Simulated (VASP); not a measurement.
# W (R-3m) in VASP: notebook

Runs on W. Level: PBE. Tasks: single point.

Everything below comes from runs of VASP 6.6.1. Logs are shortened: lines on timing, memory, paths and dates and some standing lists are left out, and cuts for length are marked.

### Step 1. The cell of the first run

The structure is trigonal, space group R-3m (No. 166). Conventional cell: a = 4.214 Å, b = 4.214 Å, c = 3.147 Å, α = 90.00°, β = 90.00°, γ = 120.00°. W (site symmetry -3m) has 14 W at 2.65 to 3.21 Å within 3.5 Å.

### Step 2. Single point, PBE

Input file INCAR:

```
SYSTEM = W
PREC = Accurate
ENCUT = 520
EDIFF = 1E-7
ISMEAR = 0
SIGMA = 0.15
LREAL = .False.
LASPH = .True.
NELM = 80
ALGO = Fast
ISIF = 2
LWAVE = .False.
LCHARG = .False.
GGA = PE
NBANDS = 13
```

Input file KPOINTS:

```
Automatic mesh
0
Gamma
  22 22 22
  0 0 0
```

Input file POSCAR:

```
W
1.0
   -1.3810324883      1.5989700039      1.5989700039
    1.5989700039     -1.3810324883      1.5989700039
    1.5989700039      1.5989700039     -1.3810324883
W
1
Direct
    0.0000000000      0.0000000000      0.0000000000
```

Potentials or basis: VASP PAW PBE potentials, release 64 (W_sv).

Command:

```bash
> cat potpaw_PBE.64/W_sv/POTCAR > POTCAR
> mpirun -np 1 vasp_std > vasp.out
```

OUTCAR:

```text
SYSTEM = W
   PREC = Accurate
   ENCUT = 520
   EDIFF = 1E-7
   ISMEAR = 0
   LREAL = .False.
   LASPH = .True.
   NELM = 80
   ISIF = 2
   GGA = PE

 ion  position               nearest neighbor table
   1  0.000  0.000  0.000-

  LATTYP: Found a trigonal (rhomboedric) cell.
 ALAT       =     2.6496529736
 COS(alpha) =    -0.2648972803

  Lattice vectors:

 A1 = (  -1.3810324883,   1.5989700039,   1.5989700039)
 A2 = (   1.5989700039,  -1.3810324883,   1.5989700039)
 A3 = (   1.5989700039,   1.5989700039,  -1.3810324883)

Analysis of symmetry for initial positions (statically):
=====================================================================
 Subroutine PRICEL returns:
 Original cell was already a primitive cell.

 Routine SETGRP: Setting up the symmetry group for a
 trigonal (rhombohedral) supercell.

 Subroutine GETGRP returns: Found 12 space group operations
 (whereof 12 operations were pure point group operations)
 out of a pool of 12 trial point group operations.

The static configuration has the point symmetry D_3d.

Analysis of symmetry for dynamics (positions and initial velocities):
=====================================================================
 Subroutine PRICEL returns:
 Original cell was already a primitive cell.

 Routine SETGRP: Setting up the symmetry group for a
 trigonal (rhombohedral) supercell.

 Subroutine GETGRP returns: Found 12 space group operations
 (whereof 12 operations were pure point group operations)
 out of a pool of 12 trial point group operations.

The dynamic configuration has the point symmetry D_3d.

 Subroutine INISYM returns: Found 12 space group operations
 (whereof 12 operations are pure point group operations),
 and found     1 'primitive' translations

----------------------------------------------------------------------------------------

                                     Primitive cell

  volume of cell :      16.1349

  direct lattice vectors                    reciprocal lattice vectors
    -1.381032488  1.598970004  1.598970004    -0.040251544  0.295318645  0.295318645
     1.598970004 -1.381032488  1.598970004     0.295318645 -0.040251544  0.295318645
     1.598970004  1.598970004 -1.381032488     0.295318645  0.295318645 -0.040251544

  length of vectors
     2.649652974  2.649652974  2.649652974     0.419578826  0.419578826  0.419578826

  position of ions in fractional coordinates (direct lattice)
     0.000000000  0.000000000  0.000000000

  ion indices of the primitive-cell ions
   primitive index   ion index
                 1           1

----------------------------------------------------------------------------------------

 KPOINTS: Automatic mesh

Automatic generation of k-mesh.
 Grid dimensions read from file:
 generate k-points for:   22   22   22

 Generating k-lattice:

  Cartesian coordinates                     Fractional coordinates (reciprocal lattice)
    -0.001829616  0.013423575  0.013423575     0.045454545  0.000000000  0.000000000
     0.013423575 -0.001829616  0.013423575     0.000000000  0.045454545  0.000000000
     0.013423575  0.013423575 -0.001829616     0.000000000  0.000000000  0.045454545

  Length of vectors
     0.019071765  0.019071765  0.019071765

  Shift w.r.t. Gamma in fractional coordinates (k-lattice)
     0.000000000  0.000000000  0.000000000

 Subroutine IBZKPT returns following result:
 ===========================================

 Found   1024 irreducible k-points:

 Following reciprocal coordinates:
            Coordinates               Weight
  0.000000  0.000000  0.000000      1.000000
  0.045455  0.000000  0.000000      6.000000
  0.090909  0.000000  0.000000      6.000000
  0.136364  0.000000 -0.000000      6.000000
  0.181818  0.000000  0.000000      6.000000
  0.227273  0.000000  0.000000      6.000000
[... 16 lines left out ...]
  0.500000  0.045455  0.000000     12.000000
 -0.454545  0.045455  0.000000     12.000000
 [... further k-points ...]
   k-points           NKPTS =   1024   k-points in BZ     NKDIM =   1024   number of bands    NBANDS=     13
   number of dos      NEDOS =    301   number of ions     NIONS =      1
   total plane-waves  NPLWV =   8000
   dimension x,y,z NGX =    20 NGY =   20 NGZ =   20
   dimension x,y,z NGXF=    40 NGYF=   40 NGZF=   40
   ions per type =               1
   NGX,Y,Z   is equivalent  to a cutoff of  12.55, 12.55, 12.55 a.u.
   NGXF,Y,Z  is equivalent  to a cutoff of  25.10, 25.10, 25.10 a.u.
 SYSTEM =  W
   PREC   = accura    normal or accurate (medium, high low for compatibility)
   ISTART =      0    job   : 0-new  1-cont  2-samecut
   ICHARG =      2    charge: 1-file 2-atom 10-const
   ISPIN  =      1    spin polarized calculation?
   LNONCOLLINEAR =      F non collinear calculations
   LSORBIT =      F    spin-orbit coupling
   LASPH  =      T    aspherical Exc in radial PAW
   ENCUT  =  520.0 eV  38.22 Ry    6.18 a.u.   4.93  4.93  4.93*2*pi/ulx,y,z
[... 18 lines left out ...]
   IALGO  =     68    algorithm
   IMIX   =      4    mixing-type and parameters
     AMIX     =   0.40;   BMIX     =  1.00
     AMIX_MAG =   1.60;   BMIX_MAG =  1.00
  volume/ion in A,a.u.               =      16.13       108.88
  Fermi-wavevector in a.u.,A,eV,Ry     =   1.561453  2.950718 33.172832  2.438134
  Thomas-Fermi vector in A             =   2.664516
   LORBIT       =      0    0 simple, 1 ext, 2 COOP (PROOUT), +10 PAW based schemes
   GGA     = PE    functional components
   LHFCALC =     F    Hartree Fock is set to
   AEXX    =    0.0000 exact exchange contribution
   IVDW    =     0    specifies the selected vdW correction
   LEPSILON=     F    determine dielectric tensor
   LRPA    =     F    only Hartree local field effects (RPA)
 non-spin polarized calculation
 RMM-DIIS sequential band-by-band and
 Gauss-broadening in eV      SIGMA  =   0.15
  energy-cutoff  :      520.00
  volume of cell :       16.13
 maximum number of plane-waves:       447
   NGX =  9   NGY =  9   NGZ =  9

 number of electron      13.9999997 magnetization

 Free energy of the ion-electron system (eV)
  ---------------------------------------------------
  ext. energy  EPLUGINS =         0.00000000
  ---------------------------------------------------
  free energy    TOTEN  =       -12.64965027 eV

  energy without entropy =      -12.64330021  energy(sigma->0) =      -12.64647524

 E-fermi :  11.3414     XC(G=0): -13.5083

 val. band max:       11.3407644048   @ k =  -0.3182  -0.4545   0.2727
 cond. band min:      11.3509379174   @ k =  -0.2727  -0.2727   0.2273
 fundamental gap:      0.0101735126
 Fermi energy:        11.3413869756

 k-point     1 :       0.0000    0.0000    0.0000
  band No.  band energies     occupation
      1     -63.0123      2.00000
      2     -26.8228      2.00000
      3     -26.4140      2.00000
      4     -26.4140      2.00000
      5       1.6978      2.00000
      6       8.4243      2.00000
      7       8.4243      2.00000
      8      12.2505      0.00000
      9      14.2178      0.00000
     10      14.2178      0.00000
     11      24.8320      0.00000
     12      24.8320      0.00000
     13      28.3278      0.00000

 k-point     2 :       0.0455    0.0000    0.0000
  band No.  band energies     occupation
      1     -63.0101      2.00000
      2     -26.8326      2.00000
      3     -26.4351      2.00000
      4     -26.4138      2.00000
      5       1.7850      2.00000
      6       8.4092      2.00000
      7       8.4576      2.00000
      8      12.2534      0.00000
      9      14.1759      0.00000
     10      14.1920      0.00000
     11      24.9267      0.00000
     12      25.0201      0.00000
     13      28.4246      0.00000

 k-point     3 :       0.0909    0.0000    0.0000
  band No.  band energies     occupation
      1     -63.0035      2.00000
      2     -26.8660      2.00000
      3     -26.4913      2.00000
      4     -26.4130      2.00000
      5       2.0394      2.00000
      6       8.3629      2.00000
      7       8.5451      2.00000
      8      12.2723      0.00000
      9      14.0825      0.00000
     10      14.1270      0.00000
     11      25.1899      0.00000
     12      25.5191      0.00000
     13      28.6960      0.00000
[... 305 lines left out ...]
 k-point    23 :       0.5000    0.0455    0.0000
  band No.  band energies     occupation
      1     -62.8992      2.00000
      2     -27.8907      2.00000
      3     -26.7600      2.00000
      4     -26.4144      2.00000
      5       5.0927      2.00000
      6       7.4305      2.00000
      7      10.7191      2.00000
      8      14.1639      0.00000
      9      14.6472      0.00000
     10      15.5852      0.00000
     11      21.6429      0.00000
     12      24.0209      0.00000
     13      28.5586      0.00000

 k-point    24 :      -0.4545    0.0455    0.0000
  band No.  band energies     occupation
      1     -62.9021      2.00000
      2     -27.8599      2.00000
      3     -26.7531      2.00000
      4     -26.4127      2.00000
      5       5.0786      2.00000
      6       7.4825      2.00000
      7      10.2724      2.00000
      8      14.2474      0.00000
      9      14.4898      0.00000
     10      15.5844      0.00000
     11      21.8324      0.00000
     12      24.2601      0.00000
     13      29.1863      0.00000

 [... further k-points ...]
[... 5 lines left out ...]
  --------------------------------------------------------------------------------------
  -------------------------------------------------------------------------------------
  Total        0.8279984      0.8279984      0.8279984     -1.4413229     -1.4413229     -1.4413229
  in kB       82.2193440     82.2193440     82.2193440   -143.1217961   -143.1217961   -143.1217961
  external PRESSURE =      82.2193440 kB  Pullay stress =       0.0000000 kB

 VOLUME and BASIS-vectors are now :
 -----------------------------------------------------------------------------
  energy-cutoff  :      520.00
  volume of cell :       16.13
      direct lattice vectors                 reciprocal lattice vectors
    -1.381032488  1.598970004  1.598970004    -0.040251544  0.295318645  0.295318645
     1.598970004 -1.381032488  1.598970004     0.295318645 -0.040251544  0.295318645
     1.598970004  1.598970004 -1.381032488     0.295318645  0.295318645 -0.040251544

 POSITION                                       TOTAL-FORCE (eV/Angst)
 -----------------------------------------------------------------------------------
      0.00000      0.00000      0.00000         0.000000      0.000000      0.000000
 -----------------------------------------------------------------------------------
    total drift:                                0.000000     -0.000000      0.000000

  FREE ENERGIE OF THE ION-ELECTRON SYSTEM (eV)
  ---------------------------------------------------
  free  energy   TOTEN  =       -12.6496502667 eV

  energy  without entropy=      -12.6433002072  energy(sigma->0) =      -12.64647524
```

It took 1.9 min on 1 thread of Intel Xeon 6975P-C, shared host; peak memory 0.3 GiB.

What came out:

* Free energy: -12.6497 eV
* Pressure: 8.2 GPa
* Band gap on the k mesh: zero (band 7 reaches 12.99 eV, above the bottom of band 8 at 10.17 eV)

Levels at points of the mesh, in eV from the Fermi level:
| k point | band 5 | band 6 | band 7 | band 8 | band 9 | band 10 |
| --- | --- | --- | --- | --- | --- | --- |
| (0.00, 0.00, 0.00) | -9.64 | -2.92 | -2.92 | 0.91 | 2.88 | 2.88 |
| (0.50, 0.00, 0.00) | -6.33 | -3.95 | -0.37 | 2.83 | 3.28 | 4.12 |
| (0.50, 0.50, 0.00) | -6.28 | -3.73 | 1.65 | 1.85 | 2.03 | 6.79 |
| (0.50, 0.50, 0.50) | -5.83 | -5.83 | 1.55 | 6.37 | 6.37 | 6.94 |

Caveat: spin-orbit coupling is left out, which moves the levels of the heavy elements.

### Step 3. Single point, PBE

This run uses another cell than the first one, of the same volume but with other edges.

Input file INCAR:

```
ALGO = Fast
EDIFF = 1E-7
ENCUT = 520
GGA = PE
ISIF = 2
ISMEAR = 0
LASPH = True
LCHARG = False
LREAL = False
LWAVE = False
NBANDS = 13
NELM = 100
PREC = Accurate
SIGMA = 0.15
```

Input file KPOINTS:

```
k-points
0
Gamma
  22 22 22
```

Input file POSCAR:

```
W
1.0
   -2.2313232901      1.6509268884      1.6509268884
    1.6509268884     -2.2313232901      1.6509268884
    1.6509268884      1.6509268884     -2.2313232901
W
1
Direct
    0.0000000000      0.0000000000      0.0000000000
```

Potentials or basis: VASP PAW PBE potentials, release 64 (W_sv).

Command:

```bash
> cat potpaw_PBE.64/W_sv/POTCAR > POTCAR
> mpirun -np 1 vasp_std > vasp.out
```

It took 2.4 min on 1 thread of Intel Xeon 6975P-C, shared host; peak memory 0.32 GiB.

It converged, with:

* Free energy: -4.8413 eV
* Pressure: 170.7 GPa
* Band gap on the k mesh: zero (band 7 reaches 14.28 eV, above the bottom of band 8 at 7.74 eV)

Stress tensor (GPa, compression positive):
```
170.73 192.10 192.10
192.10 170.73 192.10
192.10 192.10 170.73
```

Levels at points of the mesh, in eV from the Fermi level:
| k point | band 5 | band 6 | band 7 | band 8 | band 9 | band 10 |
| --- | --- | --- | --- | --- | --- | --- |
| (0.00, 0.00, 0.00) | -9.60 | -6.55 | -3.45 | -3.45 | 8.65 | 11.45 |
| (0.50, 0.00, 0.00) | -8.27 | -7.34 | 1.87 | 2.26 | 4.91 | 5.05 |
| (0.50, 0.50, 0.00) | -7.31 | -6.35 | -1.81 | 0.34 | 2.86 | 8.48 |
| (0.50, 0.50, 0.50) | -8.41 | -8.41 | 3.09 | 3.09 | 7.99 | 9.18 |

Caveat: spin-orbit coupling is left out, which moves the levels of the heavy elements.

### Step 4. Single point, PBE

This run uses another cell than the first one, of the same volume but with other edges.

Input file INCAR:

```
SYSTEM = W
PREC     = Accurate       ! precision mode
ENCUT    = 520            ! plane-wave cutoff, eV
EDIFF    = 1E-6           ! SCF threshold, eV
ISMEAR   = 0              ! smearing method
SIGMA    = 0.15           ! smearing width, eV
LREAL    = .FALSE.        ! projectors in reciprocal space
LASPH    = .TRUE.         ! aspherical terms in the spheres
NELM     = 80             ! most SCF steps
ALGO     = Fast           ! electronic algorithm
ISIF     = 2              ! what is computed and relaxed
LWAVE    = .FALSE.        ! write WAVECAR
LCHARG   = .FALSE.        ! write CHGCAR
GGA      = PE             ! functional
NBANDS   = 13             ! bands
```

Input file KPOINTS:

```
Automatic mesh
0
G
  22 22 22
  0 0 0
```

Input file POSCAR:

```
W
1.0
   -1.8026246238      1.5986608703      1.5986608703
    1.5986608703     -1.8026246238      1.5986608703
    1.5986608703      1.5986608703     -1.8026246238
W
1
Direct
    0.0000000000      0.0000000000      0.0000000000
```

Command:

```bash
> cat potpaw_PBE.64/W_sv/POTCAR > POTCAR
> mpirun -np 1 vasp_std > vasp.out
```

Wall time 2 min (1 thread of Intel Xeon 6975P-C, shared host); peak memory 0.31 GiB.

Results (log left out):

* Free energy: -12.4269 eV
* Pressure: 12.4 GPa
* Band gap on the k mesh: zero (band 7 reaches 14.91 eV, above the bottom of band 8 at 10.18 eV)

Stress tensor (GPa, compression positive):
```
12.36 30.62 30.62
30.62 12.36 30.62
30.62 30.62 12.36
```

Levels at points of the mesh, in eV from the Fermi level:
```csv
k point,band 5,band 6,band 7,band 8,band 9,band 10
"(0.00, 0.00, 0.00)",-9.54,-3.62,-1.08,-1.08,3.48,3.48
"(0.50, 0.00, 0.00)",-6.11,-3.38,1.36,1.63,1.84,5.67
"(0.50, 0.50, 0.00)",-6.42,-4.42,-0.42,3.73,3.90,5.40
"(0.50, 0.50, 0.50)",-5.87,-5.87,3.65,3.65,6.85,7.61
```

Caveat: spin-orbit coupling is left out, which moves the levels of the heavy elements.

### Step 5. Single point, PBE

This run uses another cell than the first one, of the same volume but with other edges.

Input file INCAR:

```
PREC     = Accurate       # precision mode
ENCUT    = 520            # plane-wave cutoff, eV
EDIFF    = 1E-7           # SCF threshold, eV
ISMEAR   = 0              # smearing method
SIGMA    = 0.15           # smearing width, eV
LREAL    = False          # projectors in reciprocal space
LASPH    = True           # aspherical terms in the spheres
NELM     = 60             # most SCF steps
ALGO     = Fast           # electronic algorithm
ISIF     = 2              # what is computed and relaxed
LWAVE    = False          # write WAVECAR
LCHARG   = True           # write CHGCAR
GGA      = PE             # functional
LELF     = True           # ELF
LVHAR    = True         
NBANDS   = 13             # bands
```

Input file KPOINTS:

```
regular mesh
0
Gamma
  22 22 22
```

Input file POSCAR:

```
W
1.0
   -0.9515711552      1.6592880598      1.6592880598
    1.6592880598     -0.9515711552      1.6592880598
    1.6592880598      1.6592880598     -0.9515711552
W
1
Direct
    0.0000000000      0.0000000000      0.0000000000
```

Command:

```bash
> cat potpaw_PBE.64/W_sv/POTCAR > POTCAR
> mpirun -np 1 vasp_std > vasp.out
```

Wall time 2.2 min (1 thread of Intel Xeon 6975P-C, shared host); peak memory 0.3 GiB.

Results (log left out):

| Quantity | Value |
| --- | --- |
| Free energy | -11.3630 eV |
| Pressure | 35.8 GPa |
| Band gap on the k mesh | zero (band 7 reaches 13.06 eV, above the bottom of band 8 at 9.83 eV) |

Stress tensor (GPa, compression positive):
```
35.84 -8.65 -8.65
-8.65 35.84 -8.65
-8.65 -8.65 35.84
```

Levels at points of the mesh, in eV from the Fermi level:
| k point | band 3 | band 4 | band 5 | band 6 | band 7 | band 8 | band 9 | band 10 | band 11 | band 12 |
| --- | --- | --- | --- | --- | --- | --- | --- | --- | --- | --- |
| (0.00, 0.00, 0.00) | -37.43 | -37.43 | -9.28 | -5.00 | -5.00 | 5.10 | 5.47 | 5.47 | 15.06 | 15.06 |
| (0.50, 0.00, 0.00) | -37.38 | -37.27 | -5.54 | -3.95 | -0.73 | 0.97 | 1.25 | 5.83 | 10.85 | 14.14 |
| (0.50, 0.50, 0.00) | -38.98 | -37.17 | -6.59 | -3.32 | 1.73 | 2.18 | 4.66 | 6.22 | 8.63 | 15.60 |
| (0.50, 0.50, 0.50) | -38.88 | -38.68 | -5.03 | -5.03 | -3.87 | 6.95 | 8.92 | 8.92 | 12.47 | 12.47 |

Caveat: spin-orbit coupling is left out, which moves the levels of the heavy elements.

### Step 6. Single point, PBE

This run uses another cell than the first one, of 16.78 Å³/atom, 1.040 times its volume.

Input file INCAR:

```
PREC = Accurate
ENCUT = 520
EDIFF = 1E-6
ISMEAR = 0
SIGMA = 0.15
LREAL = F
LASPH = T
NELM = 80
ALGO = Fast
ISIF = 2
LWAVE = F
LCHARG = F
GGA = PE
NBANDS = 13
```

Input file KPOINTS:

```
Automatic mesh
0
Gamma
  22 22 22
```

Input file POSCAR:

```
W
1.0
   -0.7381976691      1.7377294451      1.7377294451
    1.7377294451     -0.7381976691      1.7377294451
    1.7377294451      1.7377294451     -0.7381976691
W
1
Direct
    0.0000000000      0.0000000000      0.0000000000
```

Potentials or basis: VASP PAW PBE potentials, release 64 (W_sv).

Command:

```bash
> cat potpaw_PBE.64/W_sv/POTCAR > POTCAR
> mpirun -np 1 vasp_std > vasp.out
```

Wall time 1.9 min (1 thread of Intel Xeon 6975P-C, shared host); peak memory 0.3 GiB.

The run converged. Its results:

```
Free energy            : -11.4868 eV
Pressure               : 22.7 GPa
Band gap on the k mesh : zero (band 7 reaches 12.51 eV, above the bottom of band 8 at 9.54 eV)
```

Stress tensor (GPa, compression positive):
```
22.66  8.17  8.17
 8.17 22.66  8.17
 8.17  8.17 22.66
```

Levels at points of the mesh, in eV from the Fermi level:
| k point | band 3 | band 4 | band 5 | band 6 | band 7 | band 8 | band 9 | band 10 | band 11 | band 12 |
| --- | --- | --- | --- | --- | --- | --- | --- | --- | --- | --- |
| (0.00, 0.00, 0.00) | -37.62 | -37.46 | -9.06 | -4.74 | -4.74 | 5.00 | 5.00 | 5.23 | 14.34 | 15.86 |
| (0.50, 0.00, 0.00) | -37.47 | -37.37 | -5.42 | -3.75 | -0.75 | 0.95 | 1.25 | 5.49 | 10.31 | 14.10 |
| (0.50, 0.50, 0.00) | -38.89 | -37.29 | -6.23 | -3.26 | 1.79 | 2.08 | 4.47 | 5.96 | 8.17 | 15.05 |
| (0.50, 0.50, 0.50) | -38.68 | -38.68 | -5.01 | -4.05 | -4.05 | 6.97 | 8.44 | 8.44 | 11.14 | 13.64 |

Caveat: spin-orbit coupling is left out, which moves the levels of the heavy elements.

### Step 7. Overview

| cell | further INCAR settings | gap on the mesh (eV) | pressure (GPa) |
| --- | --- | --- | --- |
| a = 2.650 Å, angles 105.4°, 1 atom | ALGO = Fast; EDIFF = 1e-07; NBANDS = 13 | none | 8.2 |
| a = 3.230 Å, angles 116.4°, 1 atom | ALGO = Fast; EDIFF = 1e-07; NBANDS = 13 | none | 170.7 |
| a = 2.892 Å, angles 112.6°, 1 atom | ALGO = Fast; EDIFF = 1e-06; NBANDS = 13 | none | 12.4 |
| a = 2.532 Å, angles 93.6°, 1 atom | ALGO = Fast; EDIFF = 1e-07; NBANDS = 13 | none | 35.8 |
| a = 2.566 Å, angles 86.0°, 1 atom | ALGO = Fast; EDIFF = 1e-06; NBANDS = 13 | none | 22.7 |

Alike in all rows: task single point; level PBE; potentials or basis VASP PAW PBE potentials, release 64 (W_sv); no spin polarisation; k mesh 22 × 22 × 22; cutoff (eV) 520; smearing gaussian 0.15 eV.

Caveats: spin-orbit coupling is left out, which moves the levels of the heavy elements.

Absolute energies hang on the potentials; compare differences alone.
